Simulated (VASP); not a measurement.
# CdS (F-43m) in VASP: a series of runs, part 2 of 2

VASP 6.6.1. The steps go on from the part before.

## 3. Single point, r2SCAN+rVV10

This run uses another cell than the first one, of 23.82 Å³/atom.

File POSCAR:

```
CdS
1.0
    0.0000000000      2.8770830059      2.8770830059
    2.8770830059      0.0000000000      2.8770830059
    2.8770830059      2.8770830059      0.0000000000
Cd S
1 1
Direct
    0.0000000000      0.0000000000      0.0000000000
    0.7500000000      0.7500000000      0.7500000000
```

File INCAR.step1:

```
ALGO = Normal
EDIFF = 1E-5
ENCUT = 700
GGA = PE
GGA_COMPAT = F
ISMEAR = -1
LASPH = T
LCHARG = F
LREAL = F
LWAVE = T
NBANDS = 20
NELM = 120
PREC = Accurate
SIGMA = 0.05
```

File INCAR.step2:

```
ALGO = Normal
BPARAM = 11.95
CPARAM = 0.0093
EDIFF = 1E-6
ENCUT = 700
GGA_COMPAT = F
ISIF = 2
ISMEAR = -1
ISTART = 1
IVDW_NL = 2
LASPH = T
LCHARG = F
LMIXTAU = T
LREAL = F
LUSE_VDW = T
LWAVE = F
METAGGA = R2SCAN
NBANDS = 20
NELM = 120
PREC = Accurate
SIGMA = 0.05
```

File KPOINTS:

```
k-points
0
Gamma
  8 8 8
```

Potentials or basis: VASP PAW PBE potentials, release 64 (Cd_sv_GW, S).

Run with:

```
$ cat potpaw_PBE.64/Cd_sv_GW/POTCAR potpaw_PBE.64/S/POTCAR > POTCAR
$ cp INCAR.step1 INCAR
$ mpirun -np 1 vasp_std > vasp.out
$ cp INCAR.step2 INCAR
$ mpirun -np 1 vasp_std > vasp.out
```

OUTCAR:

```text
BPARAM = 11.95
   EDIFF = 1E-6
   ENCUT = 700
   ISIF = 2
   ISMEAR = -1
   ISTART = 1
   IVDW_NL = 2
   LASPH = T
   LREAL = F
   METAGGA = R2SCAN
   NELM = 120
   PREC = Accurate

 ion  position               nearest neighbor table
   1  0.000  0.000  0.000-   2 2.49   2 2.49   2 2.49   2 2.49
   2  0.750  0.750  0.750-   1 2.49   1 2.49   1 2.49   1 2.49

  LATTYP: Found a face centered cubic cell.
 ALAT       =     5.7541660118

  Lattice vectors:

 A1 = (   0.0000000000,   2.8770830059,   2.8770830059)
 A2 = (   2.8770830059,   0.0000000000,   2.8770830059)
 A3 = (   2.8770830059,   2.8770830059,   0.0000000000)

Analysis of symmetry for initial positions (statically):
=====================================================================
 Subroutine PRICEL returns:
 Original cell was already a primitive cell.

 Routine SETGRP: Setting up the symmetry group for a
 face centered cubic supercell.

 Subroutine GETGRP returns: Found 24 space group operations
 (whereof 24 operations were pure point group operations)
 out of a pool of 48 trial point group operations.

The static configuration has the point symmetry T_d .

Analysis of symmetry for dynamics (positions and initial velocities):
=====================================================================
 Subroutine PRICEL returns:
 Original cell was already a primitive cell.

 Routine SETGRP: Setting up the symmetry group for a
 face centered cubic supercell.

 Subroutine GETGRP returns: Found 24 space group operations
 (whereof 24 operations were pure point group operations)
 out of a pool of 48 trial point group operations.

The dynamic configuration has the point symmetry T_d .

 Subroutine INISYM returns: Found 24 space group operations
 (whereof 24 operations are pure point group operations),
 and found     1 'primitive' translations

----------------------------------------------------------------------------------------

                                     Primitive cell

  volume of cell :      47.6307

  direct lattice vectors                    reciprocal lattice vectors
     0.000000000  2.877083006  2.877083006    -0.173787131  0.173787131  0.173787131
     2.877083006  0.000000000  2.877083006     0.173787131 -0.173787131  0.173787131
     2.877083006  2.877083006  0.000000000     0.173787131  0.173787131 -0.173787131

  length of vectors
     4.068809807  4.068809807  4.068809807     0.301008140  0.301008140  0.301008140

  position of ions in fractional coordinates (direct lattice)
     0.000000000  0.000000000  0.000000000
     0.750000000  0.750000000  0.750000000

  ion indices of the primitive-cell ions
   primitive index   ion index
                 1           1
                 2           2

----------------------------------------------------------------------------------------

 KPOINTS: k-points

Automatic generation of k-mesh.
 Grid dimensions read from file:
 generate k-points for:    8    8    8

 Generating k-lattice:

  Cartesian coordinates                     Fractional coordinates (reciprocal lattice)
    -0.021723391  0.021723391  0.021723391     0.125000000  0.000000000  0.000000000
     0.021723391 -0.021723391  0.021723391     0.000000000  0.125000000  0.000000000
     0.021723391  0.021723391 -0.021723391     0.000000000  0.000000000  0.125000000

  Length of vectors
     0.037626017  0.037626017  0.037626017

  Shift w.r.t. Gamma in fractional coordinates (k-lattice)
     0.000000000  0.000000000  0.000000000

 Subroutine IBZKPT returns following result:
 ===========================================

 Found     29 irreducible k-points:

 Following reciprocal coordinates:
            Coordinates               Weight
  0.000000  0.000000  0.000000      1.000000
  0.125000  0.000000  0.000000      8.000000
  0.250000  0.000000  0.000000      8.000000
  0.375000  0.000000  0.000000      8.000000
  0.500000  0.000000  0.000000      4.000000
  0.125000  0.125000  0.000000      6.000000
[... 16 lines left out ...]
  0.500000  0.250000  0.125000     48.000000
 -0.375000  0.250000  0.125000     24.000000
 [... further k-points ...]
   k-points           NKPTS =     29   k-points in BZ     NKDIM =     29   number of bands    NBANDS=     20
   number of dos      NEDOS =    301   number of ions     NIONS =      2
   total plane-waves  NPLWV =  46656
   dimension x,y,z NGX =    36 NGY =   36 NGZ =   36
   dimension x,y,z NGXF=    72 NGYF=   72 NGZF=   72
   ions per type =               1   1
   NGX,Y,Z   is equivalent  to a cutoff of  14.71, 14.71, 14.71 a.u.
   NGXF,Y,Z  is equivalent  to a cutoff of  29.42, 29.42, 29.42 a.u.
 SYSTEM =  unknown system
   PREC   = accura    normal or accurate (medium, high low for compatibility)
   ISTART =      1    job   : 0-new  1-cont  2-samecut
   ICHARG =      0    charge: 1-file 2-atom 10-const
   ISPIN  =      1    spin polarized calculation?
   LNONCOLLINEAR =      F non collinear calculations
   LSORBIT =      F    spin-orbit coupling
   LASPH  =      T    aspherical Exc in radial PAW
   ENCUT  =  700.0 eV  51.45 Ry    7.17 a.u.   8.78  8.78  8.78*2*pi/ulx,y,z
   NELM   =    120;   NELMIN=  2; NELMDL=  0     # of ELM steps
   EDIFF  = 0.1E-05   stopping-criterion for ELM
   LREAL  =      F    real-space projection
   EDIFFG = 0.1E-04   stopping-criterion for IOM
   NSW    =      0    number of steps for IOM
   IBRION =     -1    ionic relax: 0-MD 1-quasi-New 2-CG
   NFREE  =      0    steps in history (QN), initial steepest desc. (CG)
   ISIF   =      2    stress and relaxation
   ISYM   =      2    0-nonsym 1-usesym 2-fastsym
   POTIM  = 0.5000    time-step for ionic-motion
   TEBEG  =    0.0;   TEEND  =   0.0 temperature during run
   PSTRESS=    0.0 pullay stress
   NELECT =      26.0000    total number of electrons
   NUPDOWN=      -1.0000    fix difference up-down
   EMIN   =  10.00;   EMAX   =-10.00  energy-range for DOS
   EFERMI =   0.00;   METHOD = LEGACY
   ISMEAR =    -1;   SIGMA  =   0.05  broadening in eV -4-tet -1-fermi 0-gaus
   EFERMI_NEDOS =   21; number of points for ismear=-14 and -15
   IALGO  =     38    algorithm
   IMIX   =      4    mixing-type and parameters
     AMIX     =   0.40;   BMIX     =  1.00
     AMIX_MAG =   1.60;   BMIX_MAG =  1.00
  volume/ion in A,a.u.               =      23.82       160.71
  Fermi-wavevector in a.u.,A,eV,Ry     =   1.337941  2.528341 24.355592  1.790086
  Thomas-Fermi vector in A             =   2.466450
   LORBIT       =      0    0 simple, 1 ext, 2 COOP (PROOUT), +10 PAW based schemes
   METAGGA = R2SCAN    functional components
   LHFCALC =     F    Hartree Fock is set to
   AEXX    =    0.0000 exact exchange contribution
   IVDW_NL    =     2    kernel type
   BPARAM     =11.9500
   IVDW    =     0    specifies the selected vdW correction
   LEPSILON=     F    determine dielectric tensor
   LRPA    =     F    only Hartree local field effects (RPA)
 non-spin polarized calculation
  energy-cutoff  :      700.00
  volume of cell :       47.63
 maximum number of plane-waves:      2044
   NGX = 17   NGY = 17   NGZ = 17

 number of electron      26.0000004 magnetization

 Free energy of the ion-electron system (eV)
  ---------------------------------------------------
  ext. energy  EPLUGINS =         0.00000000
  ---------------------------------------------------
  free energy    TOTEN  =       -28.94465476 eV

  energy without entropy =      -28.94465476  energy(sigma->0) =      -28.94465476

 E-fermi :   3.8451     XC(G=0): -10.1378

 val. band max:        2.9939616737   @ k =   0.0000   0.0000   0.0000
 cond. band min:       4.6208004052   @ k =   0.0000   0.0000   0.0000
 fundamental gap:      1.6268387316
 Fermi energy:         3.8450719342

 k-point     1 :       0.0000    0.0000    0.0000
  band No.  band energies     occupation
      1    -101.1869      2.00000
      2     -61.3454      2.00000
      3     -61.3454      2.00000
      4     -61.3454      2.00000
      5     -10.1441      2.00000
      6      -5.1492      2.00000
[... 12 lines left out ...]
     19      15.0672      0.00000
     20      15.1086      0.00000

 k-point     2 :       0.1250    0.0000    0.0000
  band No.  band energies     occupation
      1    -101.1869      2.00000
      2     -61.3455      2.00000
      3     -61.3454      2.00000
      4     -61.3454      2.00000
      5     -10.0750      2.00000
      6      -5.1231      2.00000
[... 498 lines left out ...]
 k-point    24 :      -0.3750    0.2500    0.1250
  band No.  band energies     occupation
      1    -101.1869      2.00000
      2     -61.3462      2.00000
      3     -61.3458      2.00000
      4     -61.3456      2.00000
      5      -9.5974      2.00000
      6      -4.9556      2.00000
[... 12 lines left out ...]
     19      15.8405      0.00000
     20      16.8684      0.00000

 [... further k-points ...]
[... 5 lines left out ...]
  --------------------------------------------------------------------------------------
  -------------------------------------------------------------------------------------
  Total        1.0188409      1.0188409      1.0188409      0.0000000      0.0000000      0.0000000
  in kB       34.2712378     34.2712378     34.2712378      0.0000000      0.0000000      0.0000000
  external PRESSURE =      34.2712378 kB  Pullay stress =       0.0000000 kB

 VOLUME and BASIS-vectors are now :
 -----------------------------------------------------------------------------
  energy-cutoff  :      700.00
  volume of cell :       47.63
      direct lattice vectors                 reciprocal lattice vectors
     0.000000000  2.877083006  2.877083006    -0.173787131  0.173787131  0.173787131
     2.877083006  0.000000000  2.877083006     0.173787131 -0.173787131  0.173787131
     2.877083006  2.877083006  0.000000000     0.173787131  0.173787131 -0.173787131

 POSITION                                       TOTAL-FORCE (eV/Angst)
 -----------------------------------------------------------------------------------
      0.00000      0.00000      0.00000        -0.000000      0.000000      0.000000
      4.31562      4.31562      4.31562         0.000000     -0.000000     -0.000000
 -----------------------------------------------------------------------------------
    total drift:                               -0.000000     -0.000000     -0.000000

  FREE ENERGIE OF THE ION-ELECTRON SYSTEM (eV)
  ---------------------------------------------------
  free  energy   TOTEN  =       -28.9446547597 eV

  energy  without entropy=      -28.9446547584  energy(sigma->0) =      -28.94465476
```

OUTCAR.step1:

```text
EDIFF = 1E-5
   ENCUT = 700
   GGA = PE
   ISMEAR = -1
   LASPH = T
   LREAL = F
[... 770 lines left out ...]
 -----------------------------------------------------------------------------------
      0.00000      0.00000      0.00000         0.000000     -0.000000      0.000000
      4.31562      4.31562      4.31562        -0.000000      0.000000     -0.000000
 -----------------------------------------------------------------------------------
    total drift:                               -0.000000     -0.000000     -0.000000

  FREE ENERGIE OF THE ION-ELECTRON SYSTEM (eV)
  ---------------------------------------------------
  free  energy   TOTEN  =        -6.1489740963 eV

  energy  without entropy=       -6.1489740447  energy(sigma->0) =       -6.14897407
```

Wall time 2.5 min (1 thread of Intel Xeon Platinum 8488C (Sapphire Rapids), shared host); peak memory 0.42 GiB.

What came out:

* Free energy: -28.9447 eV
* Pressure: 3.4 GPa
* Band gap on the k mesh: 1.63 eV

Caveat: the cell stands under pressure; the PAW data sets were made with another functional, which shifts forces and pressure a little. r2SCAN opens gaps a little over a GGA but as a rule still falls short of measured ones.
